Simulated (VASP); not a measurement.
# NaF (P6_3/mmc) in VASP: notebook, part 2 of 2

VASP 6.6.1.

### 3 Electric field gradients, PBE

The input, INCAR:

```
SYSTEM = NaF
ALGO = Normal
EDIFF = 1E-8
ENCUT = 520
GGA = PE
ISIF = 2
ISMEAR = -1
LASPH = .TRUE.
LCHARG = .FALSE.
LEFG = .TRUE.
LREAL = .FALSE.
LWAVE = .FALSE.
NBANDS = 22
NELM = 60
PREC = Accurate
SIGMA = 0.03
```

The input, KPOINTS:

```
k-points
0
G
  11 11 6
  0 0 0
```

The input, POSCAR:

```
NaF
1.0
    3.9415111329      0.0000000000      0.0000000000
   -1.9707555664      3.4134487704      0.0000000000
    0.0000000000      0.0000000000      4.6559002752
Na F
2 2
Direct
    0.3333333333      0.6666666667     -0.0620000373
    0.6666666667      0.3333333333      0.4379999627
    0.3333333333      0.6666666667      0.4380000373
    0.6666666667      0.3333333333      0.9380000373
```

Potentials or basis: VASP PAW PBE potentials, release 64 (Na_pv, F).

Launch:

```
$ cat potpaw_PBE.64/Na_pv/POTCAR potpaw_PBE.64/F/POTCAR > POTCAR
$ mpirun -np 1 vasp_std > vasp.out
```

OUTCAR:

```text
SYSTEM = NaF
   EDIFF = 1E-8
   ENCUT = 520
   GGA = PE
   ISIF = 2
   ISMEAR = -1
   LASPH = .TRUE.
   LREAL = .FALSE.
   NELM = 60
   PREC = Accurate

 ion  position               nearest neighbor table
   1  0.333  0.667  0.938-   4 2.28   4 2.28   4 2.28   3 2.33   3 2.33
   2  0.667  0.333  0.438-   3 2.28   3 2.28   3 2.28   4 2.33   4 2.33
   3  0.333  0.667  0.438-   2 2.28   2 2.28   2 2.28   1 2.33   1 2.33
   4  0.667  0.333  0.938-   1 2.28   1 2.28   1 2.28   2 2.33   2 2.33

  LATTYP: Found a hexagonal cell.
 ALAT       =     3.9415111329
 C/A-ratio  =     1.1812475262

  Lattice vectors:

 A1 = (   3.9415111329,   0.0000000000,   0.0000000000)
 A2 = (  -1.9707555664,   3.4134487704,   0.0000000000)
 A3 = (   0.0000000000,   0.0000000000,   4.6559002752)

Analysis of symmetry for initial positions (statically):
=====================================================================
 Subroutine PRICEL returns:
 Original cell was already a primitive cell.

 Routine SETGRP: Setting up the symmetry group for a
 hexagonal supercell.

 Subroutine GETGRP returns: Found 24 space group operations
 (whereof  6 operations were pure point group operations)
 out of a pool of 24 trial point group operations.

The static configuration has the point symmetry C_3v.
 The point group associated with its full space group is D_6h.

Analysis of symmetry for dynamics (positions and initial velocities):
=====================================================================
 Subroutine PRICEL returns:
 Original cell was already a primitive cell.

 Routine SETGRP: Setting up the symmetry group for a
 hexagonal supercell.

 Subroutine GETGRP returns: Found 24 space group operations
 (whereof  6 operations were pure point group operations)
 out of a pool of 24 trial point group operations.

The dynamic configuration has the point symmetry C_3v.
 The point group associated with its full space group is D_6h.

 Subroutine INISYM returns: Found 24 space group operations
 (whereof  6 operations are pure point group operations),
 and found     1 'primitive' translations

----------------------------------------------------------------------------------------

                                     Primitive cell

  volume of cell :      62.6412

  direct lattice vectors                    reciprocal lattice vectors
     3.941511133  0.000000000  0.000000000     0.253709800  0.146479421  0.000000000
    -1.970755566  3.413448770  0.000000000     0.000000000  0.292958842  0.000000000
     0.000000000  0.000000000  4.655900275     0.000000000  0.000000000  0.214781233

  length of vectors
     3.941511133  3.941511133  4.655900275     0.292958842  0.292958842  0.214781233

  position of ions in fractional coordinates (direct lattice)
     0.333333333  0.666666667  0.937999963
     0.666666667  0.333333333  0.437999963
     0.333333333  0.666666667  0.438000037
     0.666666667  0.333333333  0.938000037

  ion indices of the primitive-cell ions
   primitive index   ion index
                 1           1
                 2           2
[... 89 lines left out ...]
   ISMEAR =    -1;   SIGMA  =   0.03  broadening in eV -4-tet -1-fermi 0-gaus
   EFERMI_NEDOS =   21; number of points for ismear=-14 and -15
   IALGO  =     38    algorithm
   IMIX   =      4    mixing-type and parameters
     AMIX     =   0.40;   BMIX     =  1.00
     AMIX_MAG =   1.60;   BMIX_MAG =  1.00
  volume/ion in A,a.u.               =      15.66       105.68
  Fermi-wavevector in a.u.,A,eV,Ry     =   1.251721  2.365410 21.317686  1.566806
  Thomas-Fermi vector in A             =   2.385655
   LORBIT       =      0    0 simple, 1 ext, 2 COOP (PROOUT), +10 PAW based schemes
   GGA     = PE    functional components
   LHFCALC =     F    Hartree Fock is set to
   AEXX    =    0.0000 exact exchange contribution
   IVDW    =     0    specifies the selected vdW correction
   LEPSILON=     F    determine dielectric tensor
   LRPA    =     F    only Hartree local field effects (RPA)
 non-spin polarized calculation
  energy-cutoff  :      520.00
  volume of cell :       62.64
 maximum number of plane-waves:      1702
 NGX is ok and might be reduce to    30
   NGX = 15   NGY = 15   NGZ = 17

 number of electron      28.0000009 magnetization

 Free energy of the ion-electron system (eV)
  ---------------------------------------------------
  ext. energy  EPLUGINS =         0.00000000
  ---------------------------------------------------
  free energy    TOTEN  =       -16.99592079 eV

  energy without entropy =      -16.99592079  energy(sigma->0) =      -16.99592079

 E-fermi :  -2.3634     XC(G=0):  -7.8997

 val. band max:       -3.0046533452   @ k =   0.0000   0.0000   0.0000
 cond. band min:       2.4789058121   @ k =   0.0000   0.0000   0.0000
 fundamental gap:      5.4835591573
 Fermi energy:        -2.3634428565

 k-point     1 :       0.0000    0.0000    0.0000
  band No.  band energies     occupation
      1     -22.2558      2.00000
      2     -22.2207      2.00000
      3     -22.2207      2.00000
      4     -22.1800      2.00000
      5     -22.1800      2.00000
      6     -22.1435      2.00000
[... 589 lines left out ...]
     21      13.3910      0.00000
     22      14.1791      0.00000

 [... further k-points ...]

------------------------ aborting loop because EDIFF is reached ----------------------------------------

  FORCE on cell =-STRESS in cart. coord.  units (eV):
  Direction    XX          YY          ZZ          XY          YZ          ZX
  --------------------------------------------------------------------------------------
  -------------------------------------------------------------------------------------
  Total       -0.0243925     -0.0243925     -0.0371574     -0.0000000      0.0000000      0.0000000
  in kB       -0.6238883     -0.6238883     -0.9503783     -0.0000000      0.0000000      0.0000000
  external PRESSURE =      -0.7327183 kB  Pullay stress =       0.0000000 kB

 VOLUME and BASIS-vectors are now :
 -----------------------------------------------------------------------------
  energy-cutoff  :      520.00
  volume of cell :       62.64
      direct lattice vectors                 reciprocal lattice vectors
     3.941511133  0.000000000  0.000000000     0.253709800  0.146479421  0.000000000
    -1.970755566  3.413448770  0.000000000     0.000000000  0.292958842  0.000000000
     0.000000000  0.000000000  4.655900275     0.000000000  0.000000000  0.214781233

 POSITION                                       TOTAL-FORCE (eV/Angst)
 -----------------------------------------------------------------------------------
     -0.00000      2.27563      4.36723         0.000000     -0.000000     -0.000000
      1.97076      1.13782      2.03928        -0.000000      0.000000     -0.000000
     -0.00000      2.27563      2.03928         0.000000     -0.000000      0.000000
      1.97076      1.13782      4.36723        -0.000000      0.000000      0.000000
 -----------------------------------------------------------------------------------
    total drift:                               -0.000000      0.000000     -0.001285

  FREE ENERGIE OF THE ION-ELECTRON SYSTEM (eV)
  ---------------------------------------------------
  free  energy   TOTEN  =       -16.9959207948 eV

  energy  without entropy=      -16.9959207947  energy(sigma->0) =      -16.99592079

 Electric field gradients (V/A^2)
---------------------------------------------------------------------
 ion       V_xx      V_yy      V_zz      V_xy      V_xz      V_yz
---------------------------------------------------------------------
   1       1.327     1.327    -2.654    -0.000     0.000    -0.000
   2       1.327     1.327    -2.654    -0.000    -0.000     0.000
   3       0.336     0.333    -0.670    -0.003    -0.000     0.000
   4       0.336     0.333    -0.670    -0.003     0.000    -0.000
---------------------------------------------------------------------

 Electric field gradients after diagonalization (V/A^2)
 (convention: |V_zz| > |V_xx| > |V_yy|)
----------------------------------------------------------------------
 ion       V_xx      V_yy      V_zz     asymmetry (V_yy - V_xx)/ V_zz
----------------------------------------------------------------------
   1       1.327     1.326    -2.654       0.000
   2       1.327     1.326    -2.654       0.000
   3       0.338     0.332    -0.670       0.009
   4       0.338     0.332    -0.670       0.009
----------------------------------------------------------------------

           NMR quadrupolar parameters

 Cq : quadrupolar parameter    Cq=e*Q*V_zz/h
 eta: asymmetry parameters     (V_yy - V_xx)/ V_zz
 Q  : nuclear electric quadrupole moment in mb (millibarn)
----------------------------------------------------------------------
 ion       Cq(MHz)       eta       Q (mb)
----------------------------------------------------------------------
   1      -0.006       0.000       1.000
   2      -0.006       0.000       1.000
   3      -0.002       0.009       1.000
   4      -0.002       0.009       1.000
----------------------------------------------------------------------
```

OSZICAR:

```text
N       E                     dE             d eps       ncg     rms          rms(c)
DAV:   1     0.317276171528E+03    0.31728E+03   -0.15236E+04  2828   0.150E+03
DAV:   2     0.923387493650E+01   -0.30804E+03   -0.29152E+03  3054   0.442E+02
DAV:   3    -0.186553060324E+02   -0.27889E+02   -0.27750E+02  3440   0.132E+02
DAV:   4    -0.192202986556E+02   -0.56499E+00   -0.56487E+00  3008   0.212E+01
DAV:   5    -0.192317666598E+02   -0.11468E-01   -0.11468E-01  3338   0.281E+00    0.821E+00
DAV:   6    -0.170244232854E+02    0.22073E+01   -0.87017E+00  4030   0.195E+01    0.284E+00
DAV:   7    -0.169825664484E+02    0.41857E-01   -0.91253E-02  2892   0.264E+00    0.166E+00
DAV:   8    -0.169896244425E+02   -0.70580E-02   -0.77908E-02  2834   0.443E+00    0.258E-01
DAV:   9    -0.169961202673E+02   -0.64958E-02   -0.17762E-02  2996   0.901E-01    0.218E-01
DAV:  10    -0.169958836191E+02    0.23665E-03   -0.38941E-03  3770   0.643E-01    0.254E-02
DAV:  11    -0.169959098542E+02   -0.26235E-04   -0.12111E-04  3170   0.124E-01    0.857E-03
DAV:  12    -0.169959201548E+02   -0.10301E-04   -0.21102E-05  3372   0.484E-02    0.165E-03
DAV:  13    -0.169959207261E+02   -0.57129E-06   -0.24748E-06  3276   0.232E-02    0.277E-03
DAV:  14    -0.169959206605E+02    0.65585E-07   -0.99288E-07  3514   0.103E-02    0.192E-04
DAV:  15    -0.169959207683E+02   -0.10775E-06   -0.23718E-08  3132   0.119E-03    0.189E-04
DAV:  16    -0.169959207914E+02   -0.23157E-07   -0.14959E-09  2394   0.336E-04    0.606E-05
DAV:  17    -0.169959207948E+02   -0.33360E-08   -0.49664E-10  1516   0.189E-04
   1 F= -.16995921E+02 E0= -.16995921E+02  d E =-.105488E-10
```

stdout:

```text
POSCAR found type information on POSCAR NaF
 POSCAR found :  2 types and       4 ions
 scaLAPACK will be used
 LDA part: xc-table for (Slater+PW92), standard interpolation
 POSCAR, INCAR and KPOINTS ok, starting setup
 FFT: planning ... GRIDC
 FFT: planning ... GRID_SOFT
 FFT: planning ... GRID
 WAVECAR not read
 entering main loop
ion   1

ion   2

ion   3

ion   4
```

Wall time 2.4 min (1 thread of Intel Xeon 8259CL, shared host); peak memory 0.21 GiB.

What came out:

```
Free energy                             : -16.9959 eV
Pressure                                : -0.1 GPa
Band gap on the k mesh                  : 5.48 eV
Largest electric field gradient by atom : Na -2.7; F -0.7 V/Å²
```

Levels at points of the mesh, in eV from the valence-band top:
| k point | band 11 | band 12 | band 13 | band 14 | band 15 | band 16 | band 17 | band 18 |
| --- | --- | --- | --- | --- | --- | --- | --- | --- |
| (0.00, 0.00, 0.00) | -0.55 | -0.26 | -0.26 | 0.00 | 5.48 | 12.39 | 12.53 | 15.11 |
| (0.00, 0.00, 0.50) | -0.41 | -0.41 | -0.41 | -0.41 | 7.70 | 7.70 | 16.00 | 16.00 |

Electric field gradients, principal values (V/Å²):
```tsv
atom	least	middle	greatest (by size)
1 Na	1.326	1.327	-2.654
2 Na	1.326	1.327	-2.654
3 F	0.332	0.338	-0.670
4 F	0.332	0.338	-0.670
```

Caveat: without QUAD_EFG the Cq values of the log hold for a quadrupole moment of 1 mb, not for the nuclei. A k mesh can miss the band edges.

### 4 Single point, PBE

POSCAR is that of step 3.

The input, INCAR.step1:

```
SYSTEM = NaF
PREC = Accurate ; ENCUT = 520
EDIFF = 1E-6 ; ISMEAR = -1
SIGMA = 0.03 ; LREAL = .FALSE.
LASPH = .TRUE. ; NELM = 100
ALGO = Normal ; ISIF = 2
LWAVE = .FALSE. ; LCHARG = .TRUE.
GGA = PE ; NBANDS = 22
```

The input, KPOINTS.step1:

```
regular mesh
0
G
  11 11 6
  0 0 0
```

The input, INCAR.step2:

```
SYSTEM = NaF
PREC = Accurate ; ENCUT = 520
EDIFF = 1E-6 ; ISMEAR = -5
SIGMA = 0.03 ; LREAL = .FALSE.
LASPH = .TRUE. ; NELM = 100
ALGO = Normal ; ISIF = 2
LWAVE = .FALSE. ; LCHARG = .FALSE.
GGA = PE ; LORBIT = 11
NBANDS = 22 ; NEDOS = 1001
ICHARG = 11
```

The input, KPOINTS.step2:

```
regular mesh
0
G
  17 17 9
  0 0 0
```

Launch:

```
$ cat potpaw_PBE.64/Na_pv/POTCAR potpaw_PBE.64/F/POTCAR > POTCAR
$ cp INCAR.step1 INCAR
$ cp KPOINTS.step1 KPOINTS
$ mpirun -np 1 vasp_std > vasp.out
$ cp INCAR.step2 INCAR
$ cp KPOINTS.step2 KPOINTS
$ mpirun -np 1 vasp_std > vasp.out
```

Run time: 5 min. Hardware: 1 thread of Intel Xeon 8259CL, shared host; peak memory 0.29 GiB.

Results (log left out):

```
Valence electrons inside the program's atomic spheres : Na 6.04; F 6.10
```

Levels at points of the mesh, in eV from the valence-band top:
```
           k point  band 12  band 13  band 14  band 15  band 16  band 17
(0.00, 0.00, 0.00)    -0.26    -0.26     0.00     5.48    12.39    12.53
```
